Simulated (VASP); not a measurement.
Here is a VASP 6.6.1 calculation.

The input INCAR:

```
SYSTEM = Al
ALGO = Normal
EDIFF = 1E-7
ENCUT = 520
GGA = PS
ISIF = 2
ISMEAR = 0
LASPH = .True.
LCHARG = .True.
LELF = .True.
LREAL = .False.
LVHAR = .True.
LWAVE = .False.
NBANDS = 8
NELM = 60
PREC = Accurate
SIGMA = 0.15
```

File KPOINTS:

```
k-points
0
Gamma
  20 20 20
  0 0 0
```

File POSCAR:

```
Al
1.0
    0.0000000000      2.0239800000      2.1302389500
    2.0239800000      0.0000000000      2.1302389500
    2.0239800000      2.0239800000      0.0000000000
Al
1
Direct
    0.0000000000      0.0000000000      0.0000000000
```

Potentials or basis: VASP PAW PBE potentials, release 64 (Al).

Launch:

```bash
$ cat potpaw_PBE.64/Al/POTCAR > POTCAR
$ mpirun -np 1 vasp_std > vasp.out
```

Q: Estimate the pressure.

A: -5.1 GPa.

Stress tensor (GPa, compression positive):
```
-4.43  0.00  0.00
 0.00 -4.43  0.00
 0.00  0.00 -6.39
```

Caveat: the cell differs from its parent crystal (strain +0.0525 x Voigt [0, 0, 1, 0, 0, 0]); the PAW data sets were made with another functional, which shifts forces and pressure a little.
